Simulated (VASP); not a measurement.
Runs of VASP 6.6.1 on TaN. The structure is that of space group P6_3/mmc (No. 194), or close to it. The cells are those of the table. 

```tsv
task	cell	gap on the mesh (eV)	pressure (GPa)	largest force (eV/Å)
single point	a = 3.048, b = 3.061, c = 4.918 Å, angles 90.2, 90.6, 120.4°, 4 atoms	none	(a)	0.22
electric field gradients	a = 3.048, b = 3.048, c = 4.918 Å, angles 90.0, 90.0, 120.0°, 4 atoms	none	61.1	-
electric field gradients	a = 3.048, b = 3.022, c = 4.918 Å, angles 89.6, 88.8, 119.1°, 4 atoms	none	61.5	0.40
single point	a = 3.048, b = 3.022, c = 4.918 Å, angles 89.6, 88.8, 119.1°, 4 atoms	none	61.5	0.40
```

Alike in all rows: level PBE; potentials or basis VASP PAW PBE potentials, release 64 (Ta_pv, N); no spin polarisation; k mesh 9 × 9 × 5; cutoff (eV) 520; smearing fermi-dirac 0.01 eV.

Question: Estimate the missing entries.

Answer: (a) 61.2.

Caveats: the cell stands under pressure; spin-orbit coupling is left out, which moves the levels of the heavy elements.

A k mesh can miss the band edges, and the runs leave out spin-orbit coupling on Ta.

A gap of «none» marks levels without a gap at the run's occupations.
